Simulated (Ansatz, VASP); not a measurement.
**Sr3Cl4: VASP beside Ansatz**

File INCAR:

```
SYSTEM = Sr3Cl4
PREC = Accurate
ENCUT = 520
EDIFF = 1E-7
ISMEAR = 0
SIGMA = 0.2
LREAL = .FALSE.
LASPH = .TRUE.
NELM = 60
ALGO = Normal
ISIF = 2
LWAVE = .FALSE.
LCHARG = .TRUE.
GGA = PE
LELF = .TRUE.
LVHAR = .TRUE.
NBANDS = 38
```

KPOINTS

```
Automatic mesh
0
G
  4 4 4
  0 0 0
```

POSCAR

```
Sr3Cl4
1.0
    5.9715171830      0.0000000000      0.0000000000
    0.0000000000      5.9715171830      0.0000000000
    0.0000000000      0.0000000000      5.9715171830
Sr Cl
3 4
Direct
    0.5000000000      0.0000000000      0.0000000000
    0.0000000000      0.5000000000      0.0000000000
    1.0000000000      0.0000000000      0.5000000000
    0.0000000000      0.5000000000      0.5000000000
    0.5000000000      0.0000000000      0.5000000000
    0.5000000000      0.5000000000      0.0000000000
    0.0000000000      0.0000000000      1.0000000000
```

Input for Ansatz:

```yaml
crystal:
  lattice:
    - [5.971517183, 0.0, 0.0]
    - [0.0, 5.971517183, 0.0]
    - [0.0, 0.0, 5.971517183]
  atoms:
    - { symbol: Sr, position: [0.5, 0.0, 0.0] }
    - { symbol: Sr, position: [0.0, 0.5, 0.0] }
    - { symbol: Sr, position: [1.0, 0.0, 0.5] }
    - { symbol: Cl, position: [0.0, 0.5, 0.5] }
    - { symbol: Cl, position: [0.5, 0.0, 0.5] }
    - { symbol: Cl, position: [0.5, 0.5, 0.0] }
    - { symbol: Cl, position: [0.0, 0.0, 1.0] }
basis:
  ecutwfc: 420
kpoints:
  mp_grid: { grid: [4, 4, 4] }
hamiltonian:
  xc: pbe
scf:
  occupations: { method: gaussian, width: 0.2 }
  lower_state_search: "off"
output:
  forces: true
  stress: true
  eigenvalues: true
```

Alike in both runs: task single point; functional PBE; k mesh 4 × 4 × 4; occupations gaussian, width 0.2 eV; no spin polarisation.

```csv
,VASP,Ansatz
version,VASP 6.6.1,Ansatz 0.2.0
potentials or method,"VASP PAW PBE potentials, release 64 (Sr_sv, Cl), cutoff 520 eV","scalar-relativistic, plane waves, PAW"
valence electrons in the cell,58,58
```

Ansatz gave:

* gap on the k mesh at the Fermi level (eV): none
* pressure (GPa): -0.2

Estimate VASP's values.

gap on the k mesh at the Fermi level (eV): none; pressure (GPa): -0.1.

A gap of «none» marks a metal or a gap that the smearing closes.
